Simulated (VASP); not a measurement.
# LiCl (Fm-3m) in VASP: notebook

Runs on LiCl. Level: PBE. Tasks: single point.

Everything below comes from runs of VASP 6.6.1. Logs are shortened: lines on timing, memory, paths and dates and some standing lists are left out, and cuts for length are marked.

### Step 1. The cell of the first run

The structure is cubic, space group Fm-3m (No. 225). Conventional cell: a = 5.025 Å, b = 5.025 Å, c = 5.025 Å, α = 90.00°, β = 90.00°, γ = 90.00°. Within 3.3 Å of Li (site symmetry m-3m) lie 6 Cl at 2.51 Å. Within 3.3 Å of Cl (site symmetry m-3m) lie 6 Li at 2.51 Å.

### Step 2. Single point, PBE

Contents of INCAR:

```
SYSTEM = LiCl
  PREC = Accurate
  ENCUT = 520
  EDIFF = 1E-6
  ISMEAR = 0
  SIGMA = 0.01
  LREAL = .False.
  LASPH = .True.
  NELM = 100
  ALGO = Normal
  ISIF = 2
  LWAVE = .False.
  LCHARG = .False.
  GGA = PE
  NBANDS = 12
```

Contents of KPOINTS:

```
regular mesh
0
Gamma
  6 6 6
  0 0 0
```

Contents of POSCAR:

```
LiCl
1.0
    0.0000000000      2.5124130641      2.5124130641
    2.5124130641      0.0000000000      2.5124130641
    2.5124130641      2.5124130641      0.0000000000
Li Cl
1 1
Direct
    0.0000000000      0.0000000000      0.0000000000
    0.5000000000      0.5000000000      0.5000000000
```

Potentials or basis: VASP PAW PBE potentials, release 64 (Li_sv, Cl).

Run with:

```
> cat potpaw_PBE.64/Li_sv/POTCAR potpaw_PBE.64/Cl/POTCAR > POTCAR
> mpirun -np 1 vasp_std > vasp.out
```

OUTCAR:

```text
SYSTEM = LiCl
   PREC = Accurate
   ENCUT = 520
   EDIFF = 1E-6
   ISMEAR = 0
   LREAL = .False.
   LASPH = .True.
   NELM = 100
   ISIF = 2
   GGA = PE

 ion  position               nearest neighbor table
   1  0.000  0.000  0.000-   2 2.51   2 2.51   2 2.51   2 2.51   2 2.51   2 2.51
   2  0.500  0.500  0.500-   1 2.51   1 2.51   1 2.51   1 2.51   1 2.51   1 2.51

  LATTYP: Found a face centered cubic cell.
 ALAT       =     5.0248261282

  Lattice vectors:

 A1 = (   0.0000000000,   2.5124130641,   2.5124130641)
 A2 = (   2.5124130641,   0.0000000000,   2.5124130641)
 A3 = (   2.5124130641,   2.5124130641,   0.0000000000)

Analysis of symmetry for initial positions (statically):
=====================================================================
 Subroutine PRICEL returns:
 Original cell was already a primitive cell.

 Routine SETGRP: Setting up the symmetry group for a
 face centered cubic supercell.

 Subroutine GETGRP returns: Found 48 space group operations
 (whereof 48 operations were pure point group operations)
 out of a pool of 48 trial point group operations.

The static configuration has the point symmetry O_h .

Analysis of symmetry for dynamics (positions and initial velocities):
=====================================================================
 Subroutine PRICEL returns:
 Original cell was already a primitive cell.

 Routine SETGRP: Setting up the symmetry group for a
 face centered cubic supercell.

 Subroutine GETGRP returns: Found 48 space group operations
 (whereof 48 operations were pure point group operations)
 out of a pool of 48 trial point group operations.

The dynamic configuration has the point symmetry O_h .

 Subroutine INISYM returns: Found 48 space group operations
 (whereof 48 operations are pure point group operations),
 and found     1 'primitive' translations

----------------------------------------------------------------------------------------

                                     Primitive cell

  volume of cell :      31.7178

  direct lattice vectors                    reciprocal lattice vectors
     0.000000000  2.512413064  2.512413064    -0.199011861  0.199011861  0.199011861
     2.512413064  0.000000000  2.512413064     0.199011861 -0.199011861  0.199011861
     2.512413064  2.512413064  0.000000000     0.199011861  0.199011861 -0.199011861

  length of vectors
     3.553088630  3.553088630  3.553088630     0.344698655  0.344698655  0.344698655

  position of ions in fractional coordinates (direct lattice)
     0.000000000  0.000000000  0.000000000
     0.500000000  0.500000000  0.500000000

  ion indices of the primitive-cell ions
   primitive index   ion index
                 1           1
                 2           2

----------------------------------------------------------------------------------------

 KPOINTS: regular mesh

Automatic generation of k-mesh.
 Grid dimensions read from file:
 generate k-points for:    6    6    6

 Generating k-lattice:

  Cartesian coordinates                     Fractional coordinates (reciprocal lattice)
    -0.033168644  0.033168644  0.033168644     0.166666667  0.000000000  0.000000000
     0.033168644 -0.033168644  0.033168644     0.000000000  0.166666667  0.000000000
     0.033168644  0.033168644 -0.033168644     0.000000000  0.000000000  0.166666667

  Length of vectors
     0.057449776  0.057449776  0.057449776

  Shift w.r.t. Gamma in fractional coordinates (k-lattice)
     0.000000000  0.000000000  0.000000000

 Subroutine IBZKPT returns following result:
 ===========================================

 Found     16 irreducible k-points:

 Following reciprocal coordinates:
            Coordinates               Weight
  0.000000  0.000000  0.000000      1.000000
  0.166667  0.000000  0.000000      8.000000
  0.333333  0.000000  0.000000      8.000000
  0.500000  0.000000  0.000000      4.000000
  0.166667  0.166667  0.000000      6.000000
  0.333333  0.166667  0.000000     24.000000
[... 8 lines left out ...]
 -0.333333  0.333333  0.166667     24.000000
 -0.333333  0.500000  0.166667     12.000000
   k-points           NKPTS =     16   k-points in BZ     NKDIM =     16   number of bands    NBANDS=     12
   number of dos      NEDOS =    301   number of ions     NIONS =      2
   total plane-waves  NPLWV =  21952
   dimension x,y,z NGX =    28 NGY =   28 NGZ =   28
   dimension x,y,z NGXF=    56 NGYF=   56 NGZF=   56
   ions per type =               1   1
   NGX,Y,Z   is equivalent  to a cutoff of  13.10, 13.10, 13.10 a.u.
   NGXF,Y,Z  is equivalent  to a cutoff of  26.20, 26.20, 26.20 a.u.
 SYSTEM =  LiCl
   PREC   = accura    normal or accurate (medium, high low for compatibility)
   ISTART =      0    job   : 0-new  1-cont  2-samecut
   ICHARG =      2    charge: 1-file 2-atom 10-const
   ISPIN  =      1    spin polarized calculation?
   LNONCOLLINEAR =      F non collinear calculations
   LSORBIT =      F    spin-orbit coupling
   LASPH  =      T    aspherical Exc in radial PAW
   ENCUT  =  520.0 eV  38.22 Ry    6.18 a.u.   6.61  6.61  6.61*2*pi/ulx,y,z
   NELM   =    100;   NELMIN=  2; NELMDL= -5     # of ELM steps
   EDIFF  = 0.1E-05   stopping-criterion for ELM
   LREAL  =      F    real-space projection
   EDIFFG = 0.1E-04   stopping-criterion for IOM
   NSW    =      0    number of steps for IOM
   IBRION =     -1    ionic relax: 0-MD 1-quasi-New 2-CG
   NFREE  =      0    steps in history (QN), initial steepest desc. (CG)
   ISIF   =      2    stress and relaxation
   ISYM   =      2    0-nonsym 1-usesym 2-fastsym
   POTIM  = 0.5000    time-step for ionic-motion
   TEBEG  =    0.0;   TEEND  =   0.0 temperature during run
   PSTRESS=    0.0 pullay stress
   NELECT =      10.0000    total number of electrons
   NUPDOWN=      -1.0000    fix difference up-down
   EMIN   =  10.00;   EMAX   =-10.00  energy-range for DOS
   EFERMI =   0.00;   METHOD = LEGACY
   ISMEAR =     0;   SIGMA  =   0.01  broadening in eV -4-tet -1-fermi 0-gaus
   EFERMI_NEDOS =   21; number of points for ismear=-14 and -15
   IALGO  =     38    algorithm
   IMIX   =      4    mixing-type and parameters
     AMIX     =   0.40;   BMIX     =  1.00
     AMIX_MAG =   1.60;   BMIX_MAG =  1.00
  volume/ion in A,a.u.               =      15.86       107.02
  Fermi-wavevector in a.u.,A,eV,Ry     =   1.114227  2.105584 16.891666  1.241502
  Thomas-Fermi vector in A             =   2.250820
   LORBIT       =      0    0 simple, 1 ext, 2 COOP (PROOUT), +10 PAW based schemes
   GGA     = PE    functional components
   LHFCALC =     F    Hartree Fock is set to
   AEXX    =    0.0000 exact exchange contribution
   IVDW    =     0    specifies the selected vdW correction
   LEPSILON=     F    determine dielectric tensor
   LRPA    =     F    only Hartree local field effects (RPA)
 non-spin polarized calculation
 Gauss-broadening in eV      SIGMA  =   0.01
  energy-cutoff  :      520.00
  volume of cell :       31.72
 maximum number of plane-waves:       869
 NGX is ok and might be reduce to    28
   NGX = 13   NGY = 13   NGZ = 13

 number of electron      10.0000000 magnetization

 number of electron       9.9999993 magnetization

 Free energy of the ion-electron system (eV)
  ---------------------------------------------------
  ext. energy  EPLUGINS =         0.00000000
  ---------------------------------------------------
  free energy    TOTEN  =        -7.36666692 eV

  energy without entropy =       -7.36666692  energy(sigma->0) =       -7.36666692

 E-fermi :   1.2082     XC(G=0):  -9.0007

 val. band max:        1.0624373090   @ k =   0.0000   0.0000   0.0000
 cond. band min:       7.7754799338   @ k =   0.0000   0.0000   0.0000
 fundamental gap:      6.7130426248
 Fermi energy:         1.2082130691

 k-point     1 :       0.0000    0.0000    0.0000
  band No.  band energies     occupation
      1     -42.3615      2.00000
      2     -12.5628      2.00000
      3       1.0624      2.00000
      4       1.0624      2.00000
      5       1.0624      2.00000
      6       7.7755      0.00000
      7      13.0470      0.00000
      8      13.0470      0.00000
      9      13.0470      0.00000
     10      15.8558      0.00000
     11      15.8561      0.00000
     12      15.9655      0.00000

 k-point     2 :       0.1667    0.0000    0.0000
  band No.  band energies     occupation
      1     -42.3605      2.00000
      2     -12.4144      2.00000
      3       0.1291      2.00000
      4       0.9851      2.00000
      5       0.9851      2.00000
      6       8.4368      0.00000
      7      12.0983      0.00000
      8      12.6659      0.00000
      9      12.6659      0.00000
     10      14.3868      0.00000
     11      14.3868      0.00000
     12      16.6225      0.00000

 k-point     3 :       0.3333    0.0000    0.0000
  band No.  band energies     occupation
      1     -42.3586      2.00000
      2     -12.0881      2.00000
      3      -1.3574      2.00000
      4       0.8435      2.00000
      5       0.8435      2.00000
      6       8.2530      0.00000
      7      11.1525      0.00000
      8      11.1525      0.00000
      9      13.2426      0.00000
     10      16.3477      0.00000
     11      16.3477      0.00000
     12      17.4828      0.00000
[... 166 lines left out ...]
 k-point    15 :      -0.3333    0.3333    0.1667
  band No.  band energies     occupation
      1     -42.3568      2.00000
      2     -11.7006      2.00000
      3      -1.5389      2.00000
      4      -0.8568      2.00000
      5       0.1932      2.00000
      6      10.1187      0.00000
      7      10.5582      0.00000
      8      12.2115      0.00000
      9      12.5407      0.00000
     10      16.5851      0.00000
     11      17.5395      0.00000
     12      19.8793      0.00000

 k-point    16 :      -0.3333    0.5000    0.1667
  band No.  band energies     occupation
      1     -42.3565      2.00000
      2     -11.6244      2.00000
      3      -1.7288      2.00000
      4      -0.7723      2.00000
      5      -0.1168      2.00000
      6       9.9709      0.00000
      7      10.5158      0.00000
      8      12.6609      0.00000
      9      12.8533      0.00000
     10      16.4649      0.00000
     11      18.6948      0.00000
     12      20.0253      0.00000

------------------------ aborting loop because EDIFF is reached ----------------------------------------

  FORCE on cell =-STRESS in cart. coord.  units (eV):
  Direction    XX          YY          ZZ          XY          YZ          ZX
  --------------------------------------------------------------------------------------
  -------------------------------------------------------------------------------------
  Total        0.5243937      0.5243937      0.5243937     -0.0000000      0.0000000     -0.0000000
  in kB       26.4889631     26.4889631     26.4889631     -0.0000000      0.0000000     -0.0000000
  external PRESSURE =      26.4889631 kB  Pullay stress =       0.0000000 kB

 VOLUME and BASIS-vectors are now :
 -----------------------------------------------------------------------------
  energy-cutoff  :      520.00
  volume of cell :       31.72
      direct lattice vectors                 reciprocal lattice vectors
     0.000000000  2.512413064  2.512413064    -0.199011861  0.199011861  0.199011861
     2.512413064  0.000000000  2.512413064     0.199011861 -0.199011861  0.199011861
     2.512413064  2.512413064  0.000000000     0.199011861  0.199011861 -0.199011861

 POSITION                                       TOTAL-FORCE (eV/Angst)
 -----------------------------------------------------------------------------------
      0.00000      0.00000      0.00000         0.000000     -0.000000      0.000000
      2.51241      2.51241      2.51241        -0.000000      0.000000     -0.000000
 -----------------------------------------------------------------------------------
    total drift:                                0.000000      0.000000      0.000000

  FREE ENERGIE OF THE ION-ELECTRON SYSTEM (eV)
  ---------------------------------------------------
  free  energy   TOTEN  =        -7.3666669211 eV

  energy  without entropy=       -7.3666669211  energy(sigma->0) =       -7.36666692
```

Run time: 4.9 s. Hardware: 1 thread of Intel Xeon Platinum 8488C (Sapphire Rapids), shared host; peak memory 0.14 GiB.

Results:

```yaml
Free_energy: -7.3667 eV
Band_gap_on_the_k_mesh: 6.71 eV, direct
```

Caveat: the cutoff is under 1.25 times the usual one of these potentials, so pressure, stress and relaxed cells hold a basis-set (Pulay) error.

### Step 3. Single point, PBE

This run uses another cell than the first one, of 16.20 Å³/atom, 1.021 times its volume.

Contents of INCAR:

```
ALGO = Normal
EDIFF = 1E-6
ENCUT = 520
GGA = PE
ISIF = 2
ISMEAR = 0
LASPH = T
LCHARG = F
LREAL = F
LWAVE = F
NBANDS = 12
NELM = 100
PREC = Accurate
SIGMA = 0.01
```

Contents of KPOINTS:

```
k-points
0
Gamma
  6 6 6
```

Contents of POSCAR:

```
LiCl
1.0
    0.0000000000      2.5301066968      2.5301066968
    2.5301066968      0.0000000000      2.5301066968
    2.5301066968      2.5301066968      0.0000000000
Li Cl
1 1
Direct
    0.0000000000      0.0000000000      0.0000000000
    0.5000000000      0.5000000000      0.5000000000
```

Potentials or basis: VASP PAW PBE potentials, release 64 (Li_sv, Cl).

Run with:

```
> cat potpaw_PBE.64/Li_sv/POTCAR potpaw_PBE.64/Cl/POTCAR > POTCAR
> mpirun -np 1 vasp_std > vasp.out
```

OUTCAR:

```text
EDIFF = 1E-6
   ENCUT = 520
   GGA = PE
   ISIF = 2
   ISMEAR = 0
   LASPH = T
   LREAL = F
   NELM = 100
   PREC = Accurate

 ion  position               nearest neighbor table
   1  0.000  0.000  0.000-   2 2.53   2 2.53   2 2.53   2 2.53   2 2.53   2 2.53
   2  0.500  0.500  0.500-   1 2.53   1 2.53   1 2.53   1 2.53   1 2.53   1 2.53

  LATTYP: Found a face centered cubic cell.
 ALAT       =     5.0602133936

  Lattice vectors:

 A1 = (   0.0000000000,   2.5301066968,   2.5301066968)
 A2 = (   2.5301066968,   0.0000000000,   2.5301066968)
 A3 = (   2.5301066968,   2.5301066968,   0.0000000000)

Analysis of symmetry for initial positions (statically):
=====================================================================
 Subroutine PRICEL returns:
 Original cell was already a primitive cell.

 Routine SETGRP: Setting up the symmetry group for a
 face centered cubic supercell.

 Subroutine GETGRP returns: Found 48 space group operations
 (whereof 48 operations were pure point group operations)
 out of a pool of 48 trial point group operations.

The static configuration has the point symmetry O_h .
[... 165 lines left out ...]
      2     -12.6508      2.00000
      3       0.8939      2.00000
      4       0.8939      2.00000
      5       0.8939      2.00000
      6       7.4760      0.00000
      7      12.8641      0.00000
      8      12.8641      0.00000
      9      12.8641      0.00000
     10      15.6322      0.00000
     11      15.6323      0.00000
     12      15.6696      0.00000
[... 211 lines left out ...]
 k-point    16 :      -0.3333    0.5000    0.1667
  band No.  band energies     occupation
      1     -42.5569      2.00000
      2     -11.7588      2.00000
      3      -1.8048      2.00000
      4      -0.8767      2.00000
      5      -0.2467      2.00000
      6       9.7453      0.00000
      7      10.3329      0.00000
      8      12.4052      0.00000
      9      12.5627      0.00000
     10      16.1338      0.00000
     11      18.3837      0.00000
     12      19.7479      0.00000

------------------------ aborting loop because EDIFF is reached ----------------------------------------

  FORCE on cell =-STRESS in cart. coord.  units (eV):
  Direction    XX          YY          ZZ          XY          YZ          ZX
  --------------------------------------------------------------------------------------
  -------------------------------------------------------------------------------------
  Total        0.3599090      0.3599090      0.3599090      0.0000000      0.0000000     -0.0000000
  in kB       17.8015054     17.8015054     17.8015054      0.0000000      0.0000000     -0.0000000
  external PRESSURE =      17.8015054 kB  Pullay stress =       0.0000000 kB

 VOLUME and BASIS-vectors are now :
 -----------------------------------------------------------------------------
  energy-cutoff  :      520.00
  volume of cell :       32.39
      direct lattice vectors                 reciprocal lattice vectors
     0.000000000  2.530106697  2.530106697    -0.197620124  0.197620124  0.197620124
     2.530106697  0.000000000  2.530106697     0.197620124 -0.197620124  0.197620124
     2.530106697  2.530106697  0.000000000     0.197620124  0.197620124 -0.197620124

 POSITION                                       TOTAL-FORCE (eV/Angst)
 -----------------------------------------------------------------------------------
      0.00000      0.00000      0.00000         0.000000     -0.000000     -0.000000
      2.53011      2.53011      2.53011        -0.000000      0.000000      0.000000
 -----------------------------------------------------------------------------------
    total drift:                                0.000000      0.000000      0.000000

  FREE ENERGIE OF THE ION-ELECTRON SYSTEM (eV)
  ---------------------------------------------------
  free  energy   TOTEN  =        -7.3763107534 eV

  energy  without entropy=       -7.3763107534  energy(sigma->0) =       -7.37631075
```

OSZICAR:

```text
N       E                     dE             d eps       ncg     rms          rms(c)
DAV:   1     0.429884891997E+02    0.42988E+02   -0.44721E+03   392   0.798E+02
DAV:   2    -0.488225100071E+01   -0.47871E+02   -0.46002E+02   496   0.143E+02
DAV:   3    -0.737062662526E+01   -0.24884E+01   -0.24794E+01   480   0.349E+01
DAV:   4    -0.743707751200E+01   -0.66451E-01   -0.66434E-01   540   0.570E+00
DAV:   5    -0.743774767696E+01   -0.67016E-03   -0.67013E-03   488   0.571E-01    0.244E+00
DAV:   6    -0.737106559506E+01    0.66682E-01   -0.14058E-01   492   0.178E+00    0.174E+00
DAV:   7    -0.737248370884E+01   -0.14181E-02   -0.47331E-02   564   0.115E+00    0.931E-01
DAV:   8    -0.737629496063E+01   -0.38113E-02   -0.57801E-03   452   0.528E-01    0.146E-01
DAV:   9    -0.737626228908E+01    0.32672E-04   -0.16826E-04   480   0.910E-02    0.480E-02
DAV:  10    -0.737630369155E+01   -0.41402E-04   -0.98944E-05   452   0.678E-02    0.493E-02
DAV:  11    -0.737630999332E+01   -0.63018E-05   -0.11149E-05   504   0.217E-02    0.221E-03
DAV:  12    -0.737631075341E+01   -0.76009E-06   -0.33889E-07   324   0.462E-03
   1 F= -.73763108E+01 E0= -.73763108E+01  d E =-.206050E-41
```

stdout:

```text
POSCAR found type information on POSCAR LiCl
 POSCAR found :  2 types and       2 ions
 scaLAPACK will be used
 LDA part: xc-table for (Slater+PW92), standard interpolation
 POSCAR, INCAR and KPOINTS ok, starting setup
 FFT: planning ... GRIDC
 FFT: planning ... GRID_SOFT
 FFT: planning ... GRID
 WAVECAR not read
 entering main loop
```

Wall time 5.2 s (1 thread of Intel Xeon Platinum 8488C (Sapphire Rapids), shared host); peak memory 0.14 GiB.

Results:

| Item | Value |
| --- | --- |
| Free energy | -7.3763 eV |
| Band gap on the k mesh | 6.58 eV, direct |

Levels at points of the mesh, in eV from the valence-band top:
| k point | band 3 | band 4 | band 5 | band 6 | band 7 | band 8 |
| --- | --- | --- | --- | --- | --- | --- |
| (0.00, 0.00, 0.00) | 0.00 | 0.00 | 0.00 | 6.58 | 11.97 | 11.97 |
| (0.50, 0.00, 0.00) | -2.98 | -0.27 | -0.27 | 6.80 | 9.52 | 9.52 |
| (0.50, 0.50, 0.00) | -3.08 | -1.18 | -1.18 | 7.98 | 8.23 | 12.79 |

Caveat: the cutoff is under 1.25 times the usual one of these potentials, so pressure, stress and relaxed cells hold a basis-set (Pulay) error. Expect the measured gap to be larger: semilocal functionals such as PBE lack the derivative discontinuity.
